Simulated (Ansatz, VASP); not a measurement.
## One calculation of Sb, two programs

POSCAR

```
Sb
1.0
    2.1397418462      1.2353805309      3.7327777635
   -2.1397418462      1.2353805309      3.7327777635
    0.0000000000     -2.4707610619      3.7327777635
Sb
2
Direct
    0.7665100000      0.7665100000      0.7665100000
    0.2334900000      0.2334900000      0.2334900000
```

The input INCAR.step1:

```
  PREC = Accurate
  ENCUT = 520
  EDIFF = 1E-5
  ISMEAR = -1
  SIGMA = 0.05
  LREAL = F
  LASPH = T
  NELM = 60
  ALGO = Normal
  ISIF = 2
  LWAVE = T
  LCHARG = F
  GGA = PE
  NBANDS = 12
```

Contents of INCAR.step2:

```
  PREC = Accurate
  ENCUT = 520
  EDIFF = 1E-6
  ISMEAR = -1
  SIGMA = 0.05
  LREAL = F
  LASPH = T
  NELM = 60
  ALGO = Normal
  ISIF = 2
  LWAVE = F
  LCHARG = F
  GGA = B5
  LHFCALC = T
  AEXX = 0.5
  ALDAX = 0.5
  AGGAX = 0.5
  AGGAC = 1.0
  ALDAC = 0.0
  PRECFOCK = Normal
  ISTART = 1
  NBANDS = 12
```

The input KPOINTS:

```
Automatic mesh
0
Gamma
  4 4 4
```

input.yaml

```yaml
crystal:
  lattice:
    - [2.1397418462, 1.2353805309, 3.7327777635]
    - [-2.1397418462, 1.2353805309, 3.7327777635]
    - [0.0, -2.4707610619, 3.7327777635]
  atoms:
    - { symbol: Sb, position: [0.76651, 0.76651, 0.76651] }
    - { symbol: Sb, position: [0.23349, 0.23349, 0.23349] }
hamiltonian:
  xc: { name: BHLYP }
  pseudopotentials: { kind: paw }
kpoints:
  mp_grid: { grid: [4, 4, 4] }
scf:
  occupations: { method: fermi_dirac, width: 0.05 }
output:
  forces: true
  stress: true
  eigenvalues: true
```

Alike in both runs: task single point; functional BHLYP; k mesh 4 × 4 × 4; occupations fermi-dirac, width 0.05 eV; no spin polarisation.

```csv
,VASP,Ansatz
version,VASP 6.6.1,Ansatz 0.2.0
potentials or method,"VASP PAW PBE potentials, release 64 (Sb)",Ansatz PAW
plane-wave cutoff (eV),520,420
valence electrons in the cell,10,30
```

```csv
,VASP,Ansatz,Ansatz less VASP
gap on the k mesh at the Fermi level (eV),1.60,1.39,-0.207
least direct gap on the mesh (eV),1.61,1.48,-0.133
pressure (GPa),0.5,4.4,+3.88
"traceless stress, the component that is largest in VASP (GPa)",0.41,0.00,-0.416
rms of the force components (eV/Å),0.631,0.422,-0.2089
```

VASP's potentials were made for PBE, not for BHLYP. Atom by atom the forces differ by 0.209 eV/Å (rms over components). VASP's potentials hold 10 valence electrons a cell and Ansatz's 30, so a difference there can come from the potentials and not from the codes.

The k mesh is coarse, so the values compare programs but aren't converged. Spin-orbit coupling is off throughout.
